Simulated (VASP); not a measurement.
Wanted: the native input for a VASP 6.6.1 run.

| Item | Value |
| --- | --- |
| Task | single point |
| Functional | PBE |
| Potentials or basis | VASP PAW PBE potentials, release 64 (Ga_d, O) |
| Cutoff | 520 eV |
| k mesh | 4 × 4 × 4 |
| Occupations | gaussian, width 0.1 eV |
| Spin | collinear spin, ferromagnetic start |
| Starting moments | [0.0, 1.0, 1.0, 1.0, 1.0] μB |
| Dipole correction | no |
| Further INCAR settings | ALGO = Normal; EDIFF = 1e-06; NBANDS = 30 |

The structure of GaO4 lies in POSCAR:

```
GaO4
1.0
    3.9033194535      0.0000000000      0.0000000000
    0.0000000000      3.9033194535      0.0000000000
    0.0000000000      0.0000000000      3.9033194535
Ga O
1 4
Direct
    0.0000000000      0.0000000000      0.0000000000
    0.5000000000      0.5000000000      0.5000000000
    0.5000000000      0.0000000000      0.0000000000
    0.0000000000      0.5000000000      0.0000000000
    0.0000000000      0.0000000000      0.5000000000
```

The cell was generated, and may not be a known phase.

The input as run:

INCAR

```
  PREC = Accurate
  ENCUT = 520
  EDIFF = 1E-6
  ISMEAR = 0
  SIGMA = 0.1
  LREAL = F
  LASPH = T
  NELM = 150
  ALGO = Normal
  ISIF = 2
  LWAVE = F
  LCHARG = F
  ISPIN = 2
  MAGMOM = 0 1 1 1 1
  LORBIT = 11
  GGA = PE
  NBANDS = 30
```

KPOINTS

```
Automatic mesh
0
Gamma
  4 4 4
```

Potentials or basis: VASP PAW PBE potentials, release 64 (Ga_d, O).

The run is started by

```console
$ cat potpaw_PBE.64/Ga_d/POTCAR potpaw_PBE.64/O/POTCAR > POTCAR
$ mpirun -np 1 vasp_std > vasp.out
```

Results of the run:

- Pressure: 0.0 GPa
- Band gap on the k mesh: zero (filled and empty bands overlap)
- Net moment: 5.00 μB per cell
- Site moments: Ga -0.06; O +1.65, +0.86 (each value once) μB
- Valence electrons inside the program's atomic spheres: Ga 11.67; O 4.54, 4.83 (each value once)

Caveat: the k points lie up to 0.40 Å⁻¹ apart, too coarse for converged energies and pressures of a metal.

It took 22 s on 1 thread of Intel(R) Xeon(R) 6975P-C (Granite Rapids), on a shared host, peak memory 0.19 GiB.
